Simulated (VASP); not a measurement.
# CoC (CsCl type) (Pm-3m) in VASP: a series of runs

Runs on CoC (CsCl type). Level: LDA. Tasks: single point, relaxation of cell and atoms.

Program: VASP 6.6.1. These are calculated values, not measurements. Logs are shortened: lines on timing, memory, paths and dates and some standing lists are left out, and cuts for length are marked.

### 1 The cell of the first run

The structure is cubic, space group Pm-3m (No. 221). Conventional cell: a = 2.136 Å, b = 2.136 Å, c = 2.136 Å, α = 90.00°, β = 90.00°, γ = 90.00°. Within 2.5 Å of Co (site symmetry m-3m) lie 8 C at 1.85 Å and 6 Co at 2.14 Å. Within 2.5 Å of C (site symmetry m-3m) lie 8 Co at 1.85 Å and 6 C at 2.14 Å.

### 2 Single point, LDA, collinear spin, ferromagnetic start

Input file INCAR:

```
SYSTEM = CoC
PREC     = Accurate       ! precision mode
ENCUT    = 520            ! plane-wave cutoff, eV
EDIFF    = 1E-6           ! SCF threshold, eV
ISMEAR   = -1             ! smearing method
SIGMA    = 0.1            ! smearing width, eV
LREAL    = .False.        ! projectors in reciprocal space
LASPH    = .True.         ! aspherical terms in the spheres
NELM     = 150            ! most SCF steps
ALGO     = Normal         ! electronic algorithm
ISIF     = 2              ! what is computed and relaxed
LWAVE    = .False.        ! write WAVECAR
LCHARG   = .True.         ! write CHGCAR
ISPIN    = 2              ! spin polarisation
MAGMOM   = 1.7 0          ! initial moments
LORBIT   = 11             ! projections on sites
LMAXMIX  = 4              ! l up to which the mixer works
LELF     = .True.         ! ELF
LVHAR    = .True.       
NBANDS   = 18             ! bands
```

Input file KPOINTS:

```
Automatic mesh
0
Gamma
  16 16 16
  0 0 0
```

Input file POSCAR:

```
CoC
1.0
    2.1364047798      0.0000000000      0.0000000000
    0.0000000000      2.1364047798      0.0000000000
    0.0000000000      0.0000000000      2.1364047798
Co C
1 1
Direct
    0.0000000000      0.0000000000      0.0000000000
    0.5000000000      0.5000000000      0.5000000000
```

Potentials or basis: VASP PAW LDA potentials, release 64 (Co, C).

The run is started by

```
$ cat potpaw_LDA.64/Co/POTCAR potpaw_LDA.64/C/POTCAR > POTCAR
$ mpirun -np 1 vasp_std > vasp.out
```

OUTCAR:

```text
SYSTEM = CoC
   PREC = Accurate
   ENCUT = 520
   EDIFF = 1E-6
   ISMEAR = -1
   LREAL = .False.
   LASPH = .True.
   NELM = 150
   ISIF = 2
   ISPIN = 2
   LORBIT = 11

 ion  position               nearest neighbor table
   1  0.000  0.000  0.000-   2 1.85   2 1.85   2 1.85   2 1.85   2 1.85   2 1.85   2 1.85   2 1.85

   2  0.500  0.500  0.500-   1 1.85   1 1.85   1 1.85   1 1.85   1 1.85   1 1.85   1 1.85   1 1.85

  LATTYP: Found a simple cubic cell.
 ALAT       =     2.1364047798

  Lattice vectors:

 A1 = (   2.1364047798,   0.0000000000,   0.0000000000)
 A2 = (   0.0000000000,   2.1364047798,   0.0000000000)
 A3 = (   0.0000000000,   0.0000000000,   2.1364047798)

Analysis of symmetry for initial positions (statically):
=====================================================================
 Subroutine PRICEL returns:
 Original cell was already a primitive cell.

 Routine SETGRP: Setting up the symmetry group for a
 simple cubic supercell.

 Subroutine GETGRP returns: Found 48 space group operations
 (whereof 48 operations were pure point group operations)
 out of a pool of 48 trial point group operations.

The static configuration has the point symmetry O_h .

Analysis of symmetry for dynamics (positions and initial velocities):
=====================================================================
 Subroutine PRICEL returns:
 Original cell was already a primitive cell.

 Routine SETGRP: Setting up the symmetry group for a
 simple cubic supercell.

 Subroutine GETGRP returns: Found 48 space group operations
 (whereof 48 operations were pure point group operations)
 out of a pool of 48 trial point group operations.

The dynamic configuration has the point symmetry O_h .

Analysis of structural, dynamic, and magnetic symmetry:
=====================================================================
 Subroutine PRICEL returns:
 Original cell was already a primitive cell.

 Routine SETGRP: Setting up the symmetry group for a
 simple cubic supercell.

 Subroutine GETGRP returns: Found 48 space group operations
 (whereof 48 operations were pure point group operations)
 out of a pool of 48 trial point group operations.

The overall configuration has the point symmetry O_h .

 Subroutine INISYM returns: Found 48 space group operations
 (whereof 48 operations are pure point group operations),
 and found     1 'primitive' translations

----------------------------------------------------------------------------------------

                                     Primitive cell

  volume of cell :       9.7510

  direct lattice vectors                    reciprocal lattice vectors
     2.136404780  0.000000000  0.000000000     0.468076092  0.000000000  0.000000000
     0.000000000  2.136404780  0.000000000     0.000000000  0.468076092  0.000000000
     0.000000000  0.000000000  2.136404780     0.000000000  0.000000000  0.468076092

  length of vectors
     2.136404780  2.136404780  2.136404780     0.468076092  0.468076092  0.468076092

  position of ions in fractional coordinates (direct lattice)
     0.000000000  0.000000000  0.000000000
     0.500000000  0.500000000  0.500000000

  ion indices of the primitive-cell ions
   primitive index   ion index
                 1           1
                 2           2

----------------------------------------------------------------------------------------

 KPOINTS: Automatic mesh

Automatic generation of k-mesh.
 Grid dimensions read from file:
 generate k-points for:   16   16   16

 Generating k-lattice:

  Cartesian coordinates                     Fractional coordinates (reciprocal lattice)
     0.029254756  0.000000000  0.000000000     0.062500000  0.000000000  0.000000000
     0.000000000  0.029254756  0.000000000     0.000000000  0.062500000  0.000000000
     0.000000000  0.000000000  0.029254756     0.000000000  0.000000000  0.062500000

  Length of vectors
     0.029254756  0.029254756  0.029254756

  Shift w.r.t. Gamma in fractional coordinates (k-lattice)
     0.000000000  0.000000000  0.000000000

 Subroutine IBZKPT returns following result:
 ===========================================

 Found    165 irreducible k-points:

 Following reciprocal coordinates:
            Coordinates               Weight
  0.000000  0.000000  0.000000      1.000000
  0.062500  0.000000  0.000000      6.000000
  0.125000  0.000000  0.000000      6.000000
  0.187500  0.000000  0.000000      6.000000
  0.250000  0.000000  0.000000      6.000000
  0.312500  0.000000  0.000000      6.000000
[... 16 lines left out ...]
  0.437500  0.125000  0.000000     24.000000
  0.500000  0.125000  0.000000     12.000000
 [... further k-points ...]
   k-points           NKPTS =    165   k-points in BZ     NKDIM =    165   number of bands    NBANDS=     18
   number of dos      NEDOS =    301   number of ions     NIONS =      2
   total plane-waves  NPLWV =   4096
   dimension x,y,z NGX =    16 NGY =   16 NGZ =   16
   dimension x,y,z NGXF=    32 NGYF=   32 NGZF=   32
   ions per type =               1   1
   NGX,Y,Z   is equivalent  to a cutoff of  12.45, 12.45, 12.45 a.u.
   NGXF,Y,Z  is equivalent  to a cutoff of  24.90, 24.90, 24.90 a.u.
 SYSTEM =  CoC
   PREC   = accura    normal or accurate (medium, high low for compatibility)
   ISTART =      0    job   : 0-new  1-cont  2-samecut
   ICHARG =      2    charge: 1-file 2-atom 10-const
   ISPIN  =      2    spin polarized calculation?
   LNONCOLLINEAR =      F non collinear calculations
   LSORBIT =      F    spin-orbit coupling
   LASPH  =      T    aspherical Exc in radial PAW
   ENCUT  =  520.0 eV  38.22 Ry    6.18 a.u.   3.97  3.97  3.97*2*pi/ulx,y,z
   NELM   =    150;   NELMIN=  2; NELMDL= -5     # of ELM steps
   EDIFF  = 0.1E-05   stopping-criterion for ELM
   LREAL  =      F    real-space projection
   EDIFFG = 0.1E-04   stopping-criterion for IOM
   NSW    =      0    number of steps for IOM
   IBRION =     -1    ionic relax: 0-MD 1-quasi-New 2-CG
   NFREE  =      0    steps in history (QN), initial steepest desc. (CG)
   ISIF   =      2    stress and relaxation
   ISYM   =      2    0-nonsym 1-usesym 2-fastsym
   POTIM  = 0.5000    time-step for ionic-motion
   TEBEG  =    0.0;   TEEND  =   0.0 temperature during run
   PSTRESS=    0.0 pullay stress
   NELECT =      13.0000    total number of electrons
   NUPDOWN=      -1.0000    fix difference up-down
   EMIN   =  10.00;   EMAX   =-10.00  energy-range for DOS
   EFERMI =   0.00;   METHOD = LEGACY
   ISMEAR =    -1;   SIGMA  =   0.10  broadening in eV -4-tet -1-fermi 0-gaus
   EFERMI_NEDOS =   21; number of points for ismear=-14 and -15
   IALGO  =     38    algorithm
   IMIX   =      4    mixing-type and parameters
     AMIX     =   0.40;   BMIX     =  1.00
     AMIX_MAG =   1.60;   BMIX_MAG =  1.00
  volume/ion in A,a.u.               =       4.88        32.90
  Fermi-wavevector in a.u.,A,eV,Ry     =   1.801797  3.404902 44.170915  3.246471
  Thomas-Fermi vector in A             =   2.862245
   LORBIT       =     11    0 simple, 1 ext, 2 COOP (PROOUT), +10 PAW based schemes
   GGA     = CA    functional components
   LHFCALC =     F    Hartree Fock is set to
   AEXX    =    0.0000 exact exchange contribution
   IVDW    =     0    specifies the selected vdW correction
   LEPSILON=     F    determine dielectric tensor
   LRPA    =     F    only Hartree local field effects (RPA)
 spin polarized calculation
  energy-cutoff  :      520.00
  volume of cell :        9.75
 maximum number of plane-waves:       280
 NGX is ok and might be reduce to    16
   NGX =  7   NGY =  7   NGZ =  7

 number of electron      12.9999994 magnetization       0.0988244

 number of electron      12.9999993 magnetization      -0.0006950

 Free energy of the ion-electron system (eV)
  ---------------------------------------------------
  ext. energy  EPLUGINS =         0.00000000
  ---------------------------------------------------
  free energy    TOTEN  =       -12.51629929 eV

  energy without entropy =      -12.45990041  energy(sigma->0) =      -12.48809985

 E-fermi :  21.3568     XC(G=0): -17.0000

 val. band max:       21.3520337182   @ k =   0.0625   0.0000   0.0000
 cond. band min:      21.3585062445   @ k =   0.4375   0.1875   0.0625
 fundamental gap:      0.0064725263
 Fermi energy:        21.3567998548

 spin component 1

 k-point     1 :       0.0000    0.0000    0.0000
  band No.  band energies     occupation
      1      -0.4965      1.00000
      2      13.1441      1.00000
      3      13.1441      1.00000
      4      19.3532      1.00000
      5      19.3532      1.00000
      6      19.3532      1.00000
[... 10 lines left out ...]
     17      59.8551      0.00000
     18      59.8551      0.00000
[... 463 lines left out ...]
 k-point    24 :       0.5000    0.1250    0.0000
  band No.  band energies     occupation
      1       5.5568      1.00000
      2       7.3720      1.00000
      3      14.5384      1.00000
      4      14.6913      1.00000
      5      15.2504      1.00000
      6      19.2743      1.00000
[... 10 lines left out ...]
     17      59.4352      0.00000
     18      63.7949      0.00000

 [... further k-points ...]

 spin component 2

 k-point     1 :       0.0000    0.0000    0.0000
  band No.  band energies     occupation
      1      -0.4967      1.00000
      2      13.1436      1.00000
      3      13.1436      1.00000
      4      19.3527      1.00000
      5      19.3527      1.00000
      6      19.3527      1.00000
[... 10 lines left out ...]
     17      59.8549      0.00000
     18      59.8549      0.00000
[... 463 lines left out ...]
 k-point    24 :       0.5000    0.1250    0.0000
  band No.  band energies     occupation
      1       5.5566      1.00000
      2       7.3718      1.00000
      3      14.5381      1.00000
      4      14.6907      1.00000
      5      15.2501      1.00000
      6      19.2738      1.00000
[... 10 lines left out ...]
     17      59.4350      0.00000
     18      63.7948      0.00000

 [... further k-points ...]

------------------------ aborting loop because EDIFF is reached ----------------------------------------

  FORCE on cell =-STRESS in cart. coord.  units (eV):
  Direction    XX          YY          ZZ          XY          YZ          ZX
  --------------------------------------------------------------------------------------
  -------------------------------------------------------------------------------------
  Total       21.2455065     21.2455065     21.2455065      0.0000000      0.0000000     -0.0000000
  in kB     3490.8167331   3490.8167331   3490.8167331      0.0000000      0.0000000     -0.0000000
  external PRESSURE =    3490.8167331 kB  Pullay stress =       0.0000000 kB

 VOLUME and BASIS-vectors are now :
 -----------------------------------------------------------------------------
  energy-cutoff  :      520.00
  volume of cell :        9.75
      direct lattice vectors                 reciprocal lattice vectors
     2.136404780  0.000000000  0.000000000     0.468076092  0.000000000  0.000000000
     0.000000000  2.136404780  0.000000000     0.000000000  0.468076092  0.000000000
     0.000000000  0.000000000  2.136404780     0.000000000  0.000000000  0.468076092

 POSITION                                       TOTAL-FORCE (eV/Angst)
 -----------------------------------------------------------------------------------
      0.00000      0.00000      0.00000         0.000000      0.000000      0.000000
      1.06820      1.06820      1.06820         0.000000      0.000000      0.000000
 -----------------------------------------------------------------------------------
    total drift:                               -0.000000      0.000000      0.000000

  FREE ENERGIE OF THE ION-ELECTRON SYSTEM (eV)
  ---------------------------------------------------
  free  energy   TOTEN  =       -12.5162992863 eV

  energy  without entropy=      -12.4599004054  energy(sigma->0) =      -12.48809985

 total charge

# of ion       s       p       d       tot
------------------------------------------
    1        0.724   1.415   8.301  10.440
    2        0.921   1.740   0.000   2.661
--------------------------------------------------
tot          1.645   3.154   8.301  13.101

 magnetization (x)

# of ion       s       p       d       tot
------------------------------------------
    1       -0.000  -0.000  -0.000  -0.000
    2       -0.000  -0.000   0.000  -0.000
--------------------------------------------------
tot         -0.000  -0.000  -0.000  -0.001
```

Wall time 27 s (1 thread of Intel Xeon Platinum 8488C (Sapphire Rapids), shared host); peak memory 0.15 GiB.

What came out:

* Free energy: -12.5163 eV
* Pressure: 349.1 GPa
* Net moment: 0.00 μB per cell

Caveat: the cell stands under pressure; the moments typed at the start vanished in this run.

### 3 Single point, LDA, collinear spin, ferromagnetic start

Input file INCAR:

```
  ALGO = Normal
  EDIFF = 1E-6
  ENCUT = 520
  ISIF = 2
  ISMEAR = -1
  ISPIN = 2
  LASPH = True
  LCHARG = True
  LELF = True
  LMAXMIX = 4
  LORBIT = 11
  LREAL = False
  LVHAR = True
  LWAVE = False
  MAGMOM = 1.7 0
  NBANDS = 18
  NELM = 150
  PREC = Accurate
  SIGMA = 0.1
```

Input file KPOINTS:

```
k-points
0
Gamma
  16 16 16
```

POSCAR is that of step 2.

Potentials or basis: VASP PAW LDA potentials, release 64 (Co, C).

The run is started by

```
$ cat potpaw_LDA.64/Co/POTCAR potpaw_LDA.64/C/POTCAR > POTCAR
$ mpirun -np 1 vasp_std > vasp.out
```

OUTCAR:

```text
EDIFF = 1E-6
   ENCUT = 520
   ISIF = 2
   ISMEAR = -1
   ISPIN = 2
   LASPH = True
   LORBIT = 11
   LREAL = False
   NELM = 150
   PREC = Accurate

 ion  position               nearest neighbor table
   1  0.000  0.000  0.000-   2 1.85   2 1.85   2 1.85   2 1.85   2 1.85   2 1.85   2 1.85   2 1.85

   2  0.500  0.500  0.500-   1 1.85   1 1.85   1 1.85   1 1.85   1 1.85   1 1.85   1 1.85   1 1.85

  LATTYP: Found a simple cubic cell.
 ALAT       =     2.1364047798

  Lattice vectors:

 A1 = (   2.1364047798,   0.0000000000,   0.0000000000)
 A2 = (   0.0000000000,   2.1364047798,   0.0000000000)
 A3 = (   0.0000000000,   0.0000000000,   2.1364047798)

Analysis of symmetry for initial positions (statically):
=====================================================================
 Subroutine PRICEL returns:
 Original cell was already a primitive cell.

 Routine SETGRP: Setting up the symmetry group for a
 simple cubic supercell.
[... 704 lines left out ...]
      3      13.1436      1.00000
      4      19.3527      1.00000
      5      19.3527      1.00000
      6      19.3527      1.00000
[... 493 lines left out ...]
     17      59.4350      0.00000
     18      63.7948      0.00000

 [... further k-points ...]

------------------------ aborting loop because EDIFF is reached ----------------------------------------

  FORCE on cell =-STRESS in cart. coord.  units (eV):
  Direction    XX          YY          ZZ          XY          YZ          ZX
  --------------------------------------------------------------------------------------
  -------------------------------------------------------------------------------------
  Total       21.2455065     21.2455065     21.2455065      0.0000000      0.0000000     -0.0000000
  in kB     3490.8167331   3490.8167331   3490.8167331      0.0000000      0.0000000     -0.0000000
  external PRESSURE =    3490.8167331 kB  Pullay stress =       0.0000000 kB

 VOLUME and BASIS-vectors are now :
 -----------------------------------------------------------------------------
  energy-cutoff  :      520.00
  volume of cell :        9.75
      direct lattice vectors                 reciprocal lattice vectors
     2.136404780  0.000000000  0.000000000     0.468076092  0.000000000  0.000000000
     0.000000000  2.136404780  0.000000000     0.000000000  0.468076092  0.000000000
     0.000000000  0.000000000  2.136404780     0.000000000  0.000000000  0.468076092

 POSITION                                       TOTAL-FORCE (eV/Angst)
 -----------------------------------------------------------------------------------
      0.00000      0.00000      0.00000         0.000000      0.000000      0.000000
      1.06820      1.06820      1.06820         0.000000      0.000000      0.000000
 -----------------------------------------------------------------------------------
    total drift:                               -0.000000      0.000000      0.000000

  FREE ENERGIE OF THE ION-ELECTRON SYSTEM (eV)
  ---------------------------------------------------
  free  energy   TOTEN  =       -12.5162992863 eV

  energy  without entropy=      -12.4599004054  energy(sigma->0) =      -12.48809985

 total charge

# of ion       s       p       d       tot
------------------------------------------
    1        0.724   1.415   8.301  10.440
    2        0.921   1.740   0.000   2.661
--------------------------------------------------
tot          1.645   3.154   8.301  13.101

 magnetization (x)

# of ion       s       p       d       tot
------------------------------------------
    1       -0.000  -0.000  -0.000  -0.000
    2       -0.000  -0.000   0.000  -0.000
--------------------------------------------------
tot         -0.000  -0.000  -0.000  -0.001
```

stdout:

```text
POSCAR found type information on POSCAR CoC
 POSCAR found :  2 types and       2 ions
 scaLAPACK will be used
 LDA part: xc-table for (Slater(with rela. corr.)+CA(PZ))
 , standard interpolation
 POSCAR, INCAR and KPOINTS ok, starting setup
 FFT: planning ... GRIDC
 FFT: planning ... GRID_SOFT
 FFT: planning ... GRID
 WAVECAR not read
 entering main loop
```

Run time: 26 s. Hardware: 1 thread of Intel Xeon Platinum 8488C (Sapphire Rapids), shared host; peak memory 0.15 GiB.

What came out:

```
Free energy : -12.5163 eV
Pressure    : 349.1 GPa
Net moment  : 0.00 μB per cell
```

Caveat: the cell stands under pressure; the moments typed at the start vanished in this run.

(Continued in part 2 of 2.)
